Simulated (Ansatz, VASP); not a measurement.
**Two plane-wave programs on Pd**

The input INCAR:

```
SYSTEM = Pd
PREC = Accurate ; ENCUT = 600
EDIFF = 1E-6 ; ISMEAR = -1
SIGMA = 0.1 ; LREAL = .False.
LASPH = .True. ; NELM = 80
ALGO = Normal ; ISIF = 3
LWAVE = .False. ; LCHARG = .False.
GGA = B5 ; ALDAX = 1.0
AGGAX = 1.0 ; AGGAC = 1.0
ALDAC = 0.0 ; IBRION = 2
NSW = 80 ; EDIFFG = -0.01
```

KPOINTS

```
Automatic mesh
0
Gamma
  14 14 14
  0 0 0
```

File POSCAR:

```
Pd
1.0
    0.0000000000      1.9449000000      1.9449000000
    1.9449000000      0.0000000000      1.9449000000
    1.9449000000      1.9449000000      0.0000000000
Pd
1
Direct
    0.0000000000      0.0000000000      0.0000000000
```

Input for Ansatz:

```yaml
crystal:
  lattice:
    - [0.0, 1.9449, 1.9449]
    - [1.9449, 0.0, 1.9449]
    - [1.9449, 1.9449, 0.0]
  atoms:
    - { symbol: Pd, position: [0.0, 0.0, 0.0] }
hamiltonian:
  xc: blyp
  pseudopotentials:
    kind: paw
    azcp:
      Pd: "pseudopotentials/Pd.paw.azcp"
basis:
  ecutwfc: 420
  fft_grid_basis: typed
kpoints:
  mp_grid: { grid: [14, 14, 14], shift: [0, 0, 0] }
magnetization:
  spin_polarized: false
scf:
  occupations: { method: fermi_dirac, width: 0.1 }
relax:
  max_steps: 60
  f_tol: 0.01
  cell: {}
```

Alike in both runs: task relaxation of cell and atoms; functional BLYP; k mesh 14 × 14 × 14; occupations fermi-dirac, width 0.1 eV; no spin polarisation.

```csv
,VASP,Ansatz
version,VASP 6.6.1,Ansatz 0.2.0
potentials or method,"VASP PAW PBE potentials, release 64 (Pd), cutoff 600 eV","plane waves (420 eV) with PAW, scalar-relativistic"
valence electrons in the cell,10,18
```

VASP gave:

```
relaxed volume (Å³/atom)                                     : 16.41
relaxed cell length with the largest relative difference (Å) : 2.852
```

**Question.** Which values does Ansatz return?

**Answer.** Relaxed volume (Å³/atom): 16.38; relaxed cell length with the largest relative difference (Å): 2.851.

VASP's potentials were made for PBE, not for BLYP. VASP's potentials hold 10 valence electrons a cell and Ansatz's 18, so a difference there can come from the potentials and not from the codes.
